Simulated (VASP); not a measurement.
Wanted: the native input for a VASP 6.6.1 run.

| Property | Result |
| --- | --- |
| Task | single point |
| Functional | LDA |
| Potentials or basis | VASP PAW LDA potentials, release 64 (W_sv) |
| Cutoff | 520 eV |
| k mesh | 20 × 20 × 20 |
| Occupations | gaussian, width 0.15 eV |
| Spin | no spin polarisation |
| Dipole correction | no |
| Further INCAR settings | ALGO = Fast; EDIFF = 1e-06; NBANDS = 13 |

The structure of W lies in POSCAR:

```
W
1.0
   -1.6778434946      1.5680780323      1.5680780323
    1.5680780323     -1.6778434946      1.5680780323
    1.5680780323      1.5680780323     -1.6778434946
W
1
Direct
    0.0000000000      0.0000000000      0.0000000000
```

The input as run:

INCAR

```
PREC = Accurate
ENCUT = 520
EDIFF = 1E-6
ISMEAR = 0
SIGMA = 0.15
LREAL = F
LASPH = T
NELM = 60
ALGO = Fast
ISIF = 2
LWAVE = F
LCHARG = F
NBANDS = 13
```

KPOINTS

```
regular mesh
0
Gamma
  20 20 20
```

Potentials or basis: VASP PAW LDA potentials, release 64 (W_sv).

Command:

```bash
$ cat potpaw_LDA.64/W_sv/POTCAR > POTCAR
$ mpirun -np 1 vasp_std > vasp.out
```

It gave:

```
Pressure               : 6.5 GPa
Band gap on the k mesh : zero (bands 7 and 8 overlap by 5.70 eV)
```

Caveat: the cell stands under pressure; spin-orbit coupling is left out, which moves the levels of the heavy elements.

Run time: 5.1 min on 1 thread of AMD EPYC 7R13, with other jobs on the host, peak memory 0.23 GiB.
